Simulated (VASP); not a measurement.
Ga, 1 atom in the cell. It takes space group I4/mmm (No. 139, tetragonal). The conventional cell has a = 2.772 Å, b = 2.772 Å, c = 4.475 Å, α = 90.00°, β = 90.00°, γ = 90.00°. Within 3.7 Å of Ga (site symmetry 4/mmm) lie 12 Ga at 2.77 to 2.97 Å. 

| Quantity | Value |
| --- | --- |
| Program | VASP 6.6.1 |
| Task | relaxation of shape and atoms at fixed volume |
| Functional | PBEsol |
| Potentials or basis | VASP PAW PBE potentials, release 64 (Ga_d) |
| Cutoff | 600 eV |
| k mesh | 20 × 20 × 20 |
| Occupations | gaussian, width 0.1 eV |
| Spin | no spin polarisation |
| Dipole correction | no |
| Further INCAR settings | ALGO = Fast; EDIFF = 1e-06; IBRION = 2; EDIFFG = -0.01; NSW = 50; ISIF = 4 |

Potentials or basis: VASP PAW PBE potentials, release 64 (Ga_d).

The run is started by

```bash
$ cat potpaw_PBE.64/Ga_d/POTCAR > POTCAR
$ mpirun -np 1 vasp_std > vasp.out
```

Hardware: 1 thread of Intel(R) Xeon(R) Platinum 8488C (Sapphire Rapids), on a shared host.

**Question.** How long does it take, and how much memory?

**Answer.** It took 79 s on 1 thread of Intel(R) Xeon(R) Platinum 8488C (Sapphire Rapids), on a shared host, peak memory 0.26 GiB. Counts: scf iterations 20, k points 641, ion steps 3.
